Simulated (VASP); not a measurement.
Runs of VASP 6.6.1 on BaS. The structure is that of space group Fm-3m (No. 225), or close to it. The cells are those of the table. 

```tsv
task	cell	cutoff (eV)	smearing	ions in elastic constants	gap on the mesh (eV)	pressure (GPa)
single point	a = 4.453 Å, angles 60.0°, 2 atoms	520	gaussian 0.02 eV	-	2.03	3.7
single point	a = 4.356 Å, angles 60.0°, 2 atoms	520	gaussian 0.02 eV	-	1.89	8.0
single point	a = 4.693 Å, angles 60.0°, 2 atoms	520	gaussian 0.02 eV	-	2.26	(a)
single point	a = 4.635 Å, angles 60.0°, 2 atoms	520	gaussian 0.02 eV	-	(b)	-1.7
single point	a = 4.517 Å, angles 60.0°, 2 atoms	520	gaussian 0.02 eV	-	2.11	1.4
single point	a = 4.591 Å, angles 60.0°, 2 atoms	520	gaussian 0.02 eV	-	2.18	-0.7
```

Alike in all rows: level PBE; potentials or basis VASP PAW PBE potentials, release 64 (Ba_sv, S); no spin polarisation; k mesh 8 × 8 × 8.

Task: Fill in the values left out.

Result: (a) -2.8; (b) 2.22.

Caveats: spin-orbit coupling is left out, which moves the levels of the heavy elements.

A k mesh can miss the band edges, and the runs leave out spin-orbit coupling on Ba.
